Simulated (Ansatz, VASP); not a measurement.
Te: VASP beside Ansatz

```xyz
2
Lattice="3.8508 0.0000 0.0000 -1.9254 3.3349 0.0000 0.0000 0.0000 4.4951" Properties=species:S:1:pos:R:3 pbc="T T T"
Te    1.9254    1.1116    1.1238
Te    0.0000    2.2232    3.3713
```

Alike in both runs: task relaxation of cell and atoms; functional PBE; dispersion D3(BJ); k mesh 18 × 18 × 12; occupations gaussian, width 0.1 eV; no spin polarisation.

|  | VASP | Ansatz |
| --- | --- | --- |
| version | VASP 6.6.1 | Ansatz 0.2.0 |
| potentials or method | VASP PAW PBE potentials, release 64 (Te), cutoff 600 eV | scalar-relativistic, plane waves, PAW |
| valence electrons in the cell | 12 | 32 |

```tsv
	VASP	Ansatz	Ansatz less VASP
gap on the k mesh at the Fermi level, each at its own relaxed structure (eV)	none	none	-
relaxed volume (Å³/atom)	29.50	29.55	+0.052
relaxed cell length with the largest relative difference (Å)	3.927	3.931	+0.0044
```

A gap of «none» marks a metal or a gap that the smearing closes. VASP's potentials hold 12 valence electrons a cell and Ansatz's 32, so a difference there can come from the potentials and not from the codes.

Neither program's run includes spin-orbit coupling.
